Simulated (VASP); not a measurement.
CoSi2:

```
Co Si
1.0
     2.69610    2.69610    0.00000
    -2.64629    2.64629    0.00000
     0.00000    0.00000    5.29259
Co Si
2 4
Cartesian
  0.0000 0.0000 0.0000
  0.0249 2.6712 2.6463
  -1.3231 1.3231 3.9694
  1.3480 1.3480 3.9694
  1.3480 1.3480 1.3231
  -1.3231 1.3231 1.3231
```

This cell differs from its parent crystal: uniaxial strain along a: +1.5 %.

Base run:

* Program: VASP 6.6.1
* Functional: PBEsol
* Potentials or basis: VASP PAW PBE potentials, release 64 (Co_sv, Si)
* Cutoff: 600 eV
* k mesh: 10 × 10 × 8
* Occupations: gaussian, width 0.1 eV
* Spin: no spin polarisation

Its results: band gap on the k mesh zero (band 25 reaches 12.47 eV, above the bottom of band 26 at 9.36 eV); pressure -2.3 GPa; largest force 0.171 eV/Å.

**Question.** The run is repeated on the same cell with these changes: potentials or basis from VASP PAW PBE potentials, release 64 (Co_sv, Si) to VASP PAW PBE potentials, release 64 (Co, Si); cutoff from 600 eV to 520 eV; further incar settings from ALGO = Normal; EDIFF = 1e-06; NBANDS = 34 to ALGO = Normal; EDIFF = 1e-06; NBANDS = 26; valence electrons from 50 to 34. What comes out?

**Answer.** Band gap on the k mesh zero (band 17 reaches 11.96 eV, above the bottom of band 18 at 8.87 eV); pressure -1.2 GPa; largest force 0.171 eV/Å.

Caveats: the PAW data sets were made with another functional, which shifts forces and pressure a little.
